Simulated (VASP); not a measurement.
A run of VASP 6.6.1 is set up as follows.

File INCAR:

```
PREC = Accurate ; ENCUT = 600
EDIFF = 1E-6 ; ISMEAR = -1
SIGMA = 0.1 ; LREAL = False
LASPH = True ; NELM = 120
ALGO = Normal ; ISIF = 2
LWAVE = False ; LCHARG = False
GGA = PE ; NBANDS = 14
GGA_COMPAT = False
```

File KPOINTS:

```
Automatic mesh
0
Gamma
  11 11 11
```

POSCAR

```
TaC
1.0
    0.0000000000      2.2230000000      2.2230000000
    2.2230000000      0.0000000000      2.2230000000
    2.2230000000      2.2230000000      0.0000000000
Ta C
1 1
Direct
    0.0056230319      0.0056230319     -0.0056230319
    0.5000000000      0.5000000000      0.5000000000
```

Potentials or basis: VASP PAW PBE potentials, release 64 (Ta_pv, C).

Launch:

```console
$ cat potpaw_PBE.64/Ta_pv/POTCAR potpaw_PBE.64/C/POTCAR > POTCAR
$ mpirun -np 1 vasp_std > vasp.out
```

**Question.** What does it give for the largest force?

**Answer.** 0.329 eV/Å.

**Question.** Estimate the pressure.

**Answer.** 7.5 GPa.

Stress tensor (GPa, compression positive):
```
7.42 0.00 0.00
0.00 7.42 0.00
0.00 0.00 7.73
```
